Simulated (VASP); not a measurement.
**RbBr: relaxation of cell and atoms with PBEsol**

Crystal: RbBr.

```
Rb Br
1.0
     3.42492    3.42492    0.00000
    -3.42492    3.42492    0.00000
     0.00000    3.42492    3.42492
Rb Br
1 1
Direct
  0.00000 0.00000 0.00000
  0.50000 0.50000 0.00000
```

```yaml
Program: VASP 6.6.1
Task: relaxation of cell and atoms
Functional: PBEsol
Potentials_or_basis: VASP PAW PBE potentials, release 64 (Rb_sv, Br)
Cutoff: 600 eV
k_mesh: 6 × 6 × 6
Occupations: gaussian, width 0.01 eV
Spin: no spin polarisation
Target_pressure: 10 GPa
Dipole_correction: no
Further_INCAR_settings: ALGO = Normal; EDIFF = 1e-06; IBRION = 2; EDIFFG = -0.002; NSW = 100; ISIF = 3
```

```
Relaxed volume                                         : 29.26 Å³/atom
Relaxed cell                                           : a = 4.358 Å, b = 4.358 Å, c = 4.358 Å, α = 60.00°, β = 60.00°, γ = 90.00°
Space group after relaxing (to 0.05 Å)                 : Fm-3m (No. 225)
Energy change on relaxing (the enthalpy is what falls) : +246.6 meV/atom
Ionic steps                                            : 15
Pressure after relaxing                                : 10.0 GPa
Band gap on the k mesh                                 : 4.82 eV, indirect (least direct gap 4.94 eV)
```

Step by step:
| step | energy change (eV) | largest force (eV/Å) | pressure (GPa) | volume (Å³) |
| --- | --- | --- | --- | --- |
| 1 | 0.0000 | 0.0000 | 0.00 | 80.35 |
| 2 | 0.7926 | 0.0000 | 14.59 | 54.58 |
| 3 | 0.4942 | 0.0000 | 10.02 | 58.50 |
| 4 | 0.4702 | 0.0000 | 9.63 | 58.90 |
| 5 | 0.4711 | 0.0000 | 9.65 | 58.88 |
| 6 | 0.4738 | 0.0000 | 9.69 | 58.84 |
| 7 | 0.4738 | 0.0000 | 9.69 | 58.84 |
| 8 | 0.4739 | 0.0000 | 9.69 | 58.83 |
| 9 | 0.4742 | 0.0000 | 9.68 | 58.83 |
| 10 | 0.4748 | 0.0000 | 9.71 | 58.82 |
| 11 | 0.4758 | 0.0000 | 9.72 | 58.80 |
| 12 | 0.4780 | 0.0000 | 9.76 | 58.77 |
| 13 | 0.4824 | 0.0000 | 9.82 | 58.69 |
| 14 | 0.4913 | 0.0000 | 9.97 | 58.55 |
| 15 | 0.4932 | 0.0000 | 10.00 | 58.52 |

Final structure:
```yaml
crystal:
  lattice:
    - [3.08150, 3.08150, 0.00000]
    - [-3.08150, 3.08150, 0.00000]
    - [0.00000, 3.08150, 3.08150]
  atoms:
    - { symbol: Rb, position: [0.00000, 0.00000, 0.00000] }
    - { symbol: Br, position: [0.50000, 0.50000, 0.00000] }
```

Levels at points of the mesh, in eV from the valence-band top:
```csv
k point,band 4,band 5,band 6,band 7,band 8,band 9,band 10,band 11,band 12
"(0.00, 0.00, 0.00)",-8.01,-8.01,0.00,0.00,0.00,5.11,7.01,7.01,7.01
"(0.50, 0.00, 0.00)",-8.01,-7.75,-1.74,-0.81,-0.81,7.38,8.57,10.25,10.25
"(0.50, 0.50, 0.00)",-8.26,-8.26,-0.42,-0.11,-0.11,4.82,8.33,9.61,10.70
```

Run time: 75 s on 1 thread of Intel(R) Xeon(R) 6975P-C (Granite Rapids), on a shared host, peak memory 0.24 GiB.

Caveat: the cell is relaxed towards a set pressure, so the enthalpy falls and the energy may rise; the volume moved by over 15 % at a fixed basis, so the end points are rough; the PAW data sets were made with another functional, which shifts forces and pressure a little. A k mesh can miss the band edges.
